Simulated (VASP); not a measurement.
# Mo: single point with r2SCAN

Crystal: Mo.

```xyz
1
Lattice="-1.5239 1.5710 1.5710 1.5239 -1.5710 1.5710 1.5239 1.5710 -1.5710" Properties=species:S:1:pos:R:3 pbc="T T T"
Mo    0.0000    0.0000    0.0000
```

This cell differs from its parent crystal: strain -0.0300 x Voigt [1, 0, 0, 0, 0, 0].

```yaml
Program: VASP 6.6.1
Task: single point
Functional: r2SCAN
Potentials_or_basis: VASP PAW PBE potentials, release 64 (Mo_sv)
Cutoff: 520 eV
k_mesh: 22 × 22 × 22
Occupations: gaussian, width 0.15 eV
Spin: no spin polarisation
```

The pressure is 12.9 GPa and the band gap on the k mesh is zero (bands 7 and 8 overlap by 5.73 eV).

Stress tensor (GPa, compression positive):
```
20.22  0.00  0.00
 0.00  9.22  0.00
 0.00  0.00  9.22
```

Levels at points of the mesh, in eV from the Fermi level:
| k point | band 5 | band 6 | band 7 | band 8 | band 9 | band 10 |
| --- | --- | --- | --- | --- | --- | --- |
| (0.00, 0.00, 0.00) | -7.79 | -1.76 | -1.36 | -1.36 | 1.70 | 2.22 |
| (0.50, 0.00, 0.00) | -5.81 | -3.49 | 1.56 | 1.64 | 2.56 | 5.16 |
| (0.00, 0.50, 0.00) | -5.86 | -3.92 | 1.84 | 2.06 | 2.87 | 5.22 |
| (0.50, 0.50, 0.50) | -6.02 | -5.93 | 4.33 | 4.33 | 4.44 | 9.51 |

Wall time 7.4 min on 1 thread of Intel Xeon 8259CL (shared host), peak memory 0.26 GiB.

Caveat: the cell differs from its parent crystal (strain -0.0300 x Voigt [1, 0, 0, 0, 0, 0]); the stress differs along the axes, from 9 to 20 GPa; the PAW data sets were made with another functional, which shifts forces and pressure a little.
